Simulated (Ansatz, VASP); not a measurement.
## Ti3Au4: VASP beside Ansatz

```
Ti Au
1.0
     5.31202    0.00000    0.00000
     0.00000    5.31202    0.00000
     0.00000    0.00000    5.31202
Ti Au
3 4
Direct
  0.50000 0.00000 0.00000
  0.00000 0.50000 0.00000
  0.00000 0.00000 0.50000
  0.00000 0.50000 0.50000
  0.50000 0.00000 0.50000
  0.50000 0.50000 0.00000
  0.00000 0.00000 0.00000
```

Alike in both runs: task single point; functional PBE; k mesh 4 × 4 × 4; occupations gaussian, width 0.1 eV; collinear spin.

|  | VASP | Ansatz |
| --- | --- | --- |
| version | VASP 6.6.1 | Ansatz 0.2.0 |
| potentials or method | VASP PAW PBE potentials, release 64 (Ti_sv, Au), cutoff 500 eV | scalar-relativistic, plane waves, PAW |
| valence electrons in the cell | 80 | 112 |

```csv
,VASP,Ansatz,Ansatz less VASP
gap on the k mesh at the Fermi level (eV),none,none,-
pressure (GPa),-0.1,0.0,+0.13
net moment per atom (μB),0.00,0.00,0.000
```

A gap of «none» marks a metal or a gap that the smearing closes. The functional is the same, so the differences come from potentials, cutoffs and numerics. VASP's potentials hold 80 valence electrons a cell and Ansatz's 112, so a difference there can come from the potentials and not from the codes. Ansatz's warnings: filled band counts differ across k points, seeded moment not kept.

Spin-orbit coupling is off throughout.
